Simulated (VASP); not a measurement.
The system is BN.

```
B N
1.0
     0.00000    1.87702    1.87702
     1.87702    0.00000    1.87702
     1.87702    1.87702    0.00000
B N
1 1
Direct
  0.00000 0.00000 0.00000
  0.25000 0.25000 0.25000
```

This cell differs from its parent crystal: strain +4.0%.

Base run:

| Item | Value |
| --- | --- |
| Program | VASP 6.6.1 |
| Functional | r2SCAN |
| Potentials or basis | VASP PAW PBE potentials, release 64 (B, N) |
| Cutoff | 520 eV |
| k mesh | 12 × 12 × 12 |
| Occupations | gaussian, width 0.01 eV |
| Spin | no spin polarisation |

Its results: band gap on the k mesh 4.83 eV, indirect (least direct gap 8.97 eV); pressure -36.4 GPa.

Question: The run is repeated on the same cell with these changes: functional from r2SCAN to HSE06; k mesh from 12 × 12 × 12 to 8 × 8 × 8. What comes out?

Answer: Band gap on the k mesh 5.61 eV, indirect (least direct gap 9.97 eV); pressure -41.0 GPa.

Several settings changed at once, so the effect can't be laid on one alone.

Caveats: the PAW data sets were made with another functional, which shifts forces and pressure a little.

A k mesh can miss the band edges.
